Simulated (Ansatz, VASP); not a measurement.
# CsB3N3: VASP beside Ansatz

```
CELL_PARAMETERS angstrom
4.36877 0.00000 0.00000
-2.18438 3.78346 0.00000
0.00000 0.00000 9.62359
ATOMIC_POSITIONS crystal
Cs 0.00000 0.00000 0.50000
B 0.33333 0.66667 0.00000
B 0.66667 0.33333 0.00000
B 0.00000 0.00000 0.00000
N 0.33328 0.00000 0.00000
N 0.00000 0.33328 0.00000
N 0.66672 0.66672 0.00000
```

Alike in both runs: functional PBE; k mesh 12 × 12 × 4; occupations gaussian, width 0.1 eV; no spin polarisation.

Ansatz relaxed the structure, and its values are those at the end. VASP's run is a single point on that final structure, the one shown.

```csv
,VASP,Ansatz
version,VASP 6.6.1,Ansatz 0.2.0
potentials or method,"VASP PAW PBE potentials, release 64 (Cs_sv, B, N), cutoff 520 eV","scalar-relativistic, plane waves, PAW"
valence electrons in the cell,33,33
```

```csv
,VASP,Ansatz,Ansatz less VASP
gap on the k mesh at the Fermi level (eV),none,none,-
pressure (GPa),0.0,0.0,-0.02
```

A gap of «none» marks a metal or a gap that the smearing closes. The functional is the same, so the differences come from potentials, cutoffs and numerics.

Neither program's run includes spin-orbit coupling.
